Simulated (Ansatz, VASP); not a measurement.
**CuSiRu in VASP and in Ansatz**

```
Ru Si Cu
1.0
     3.71503    0.00000    0.00000
     0.00000    3.71503    0.00000
     0.00000    0.00000    5.86322
Ru Si Cu
2 2 2
Direct
  0.75000 0.25000 0.00000
  0.25000 0.75000 0.00000
  0.25000 0.25000 0.17500
  0.75000 0.75000 0.82500
  0.25000 0.25000 0.67900
  0.75000 0.75000 0.32100
```

Alike in both runs: task single point; functional PBE; k mesh 5 × 5 × 3; no spin polarisation.

```csv
,VASP,Ansatz
version,VASP 6.6.1,Ansatz 0.2.0
potentials or method,"VASP PAW PBE potentials, release 64 (Ru_pv, Si, Cu), cutoff 520 eV",PAW plane waves
occupations,"fermi-dirac, width 0.1 eV",fermi-dirac
valence electrons in the cell,58,78
```

```tsv
	VASP	Ansatz	Ansatz less VASP
gap on the k mesh at the Fermi level (eV)	none	none	-
rms of the force components (eV/Å)	2.689	2.670	-0.0186
```

Atom by atom the forces differ by 0.019 eV/Å (rms over components). A gap of «none» marks a metal or a gap that the smearing closes. VASP's potentials hold 58 valence electrons a cell and Ansatz's 78, so a difference there can come from the potentials and not from the codes.
